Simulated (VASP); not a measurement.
Write the native input for VASP 6.6.1 that does the following.

```yaml
Task: density of states
Functional: PBE
Potentials_or_basis: VASP PAW PBE potentials, release 64 (Re)
Cutoff: 520 eV
k_mesh: 12 × 12 × 12
Occupations: fermi-dirac, width 0.1 eV
Spin: no spin polarisation
Dipole_correction: no
k_mesh_for_the_DOS: 18 × 18 × 18
Occupations_for_the_DOS: tetrahedron
Further_INCAR_settings: ALGO = Normal; EDIFF = 1e-06; NBANDS = 14
```

Re:

```
Re
1.0
     0.00000    2.82604    2.82604
     2.82604    0.00000    2.82604
     2.82604    2.82604    0.00000
Re
2
Cartesian
  -0.7065 -0.7065 -0.7065
  0.7065 0.7065 0.7065
```

The input as run:

POSCAR

```
Re
1.0
    0.0000000000      2.8260376746      2.8260376746
    2.8260376746      0.0000000000      2.8260376746
    2.8260376746      2.8260376746      0.0000000000
Re
2
Direct
   -0.1250000000     -0.1250000000     -0.1250000000
    0.1250000000      0.1250000000      0.1250000000
```

INCAR.step1

```
  PREC = Accurate
  ENCUT = 520
  EDIFF = 1E-6
  ISMEAR = -1
  SIGMA = 0.1
  LREAL = F
  LASPH = T
  NELM = 100
  ALGO = Normal
  ISIF = 2
  LWAVE = F
  LCHARG = T
  LMAXMIX = 4
  GGA = PE
  NBANDS = 14
```

KPOINTS.step1

```
regular mesh
0
Gamma
  12 12 12
```

INCAR.step2

```
  PREC = Accurate
  ENCUT = 520
  EDIFF = 1E-6
  ISMEAR = -5
  SIGMA = 0.1
  LREAL = F
  LASPH = T
  NELM = 100
  ALGO = Normal
  ISIF = 2
  LWAVE = F
  LCHARG = F
  LMAXMIX = 4
  GGA = PE
  LORBIT = 11
  NBANDS = 14
  NEDOS = 1001
  ICHARG = 11
```

KPOINTS.step2

```
regular mesh
0
Gamma
  18 18 18
```

Potentials or basis: VASP PAW PBE potentials, release 64 (Re).

Run with:

```bash
$ cat potpaw_PBE.64/Re/POTCAR > POTCAR
$ cp INCAR.step1 INCAR
$ cp KPOINTS.step1 KPOINTS
$ mpirun -np 1 vasp_std > vasp.out
$ cp INCAR.step2 INCAR
$ cp KPOINTS.step2 KPOINTS
$ mpirun -np 1 vasp_std > vasp.out
```

Results of the run:

| Property | Result |
| --- | --- |
| Valence electrons inside the program's atomic spheres | Re 6.13 |

Caveat: spin-orbit coupling is left out, which moves the levels of the heavy elements.

Run time: 59 s on 1 thread of Intel(R) Xeon(R) 6975P-C (Granite Rapids) (shared host), peak memory 0.23 GiB.
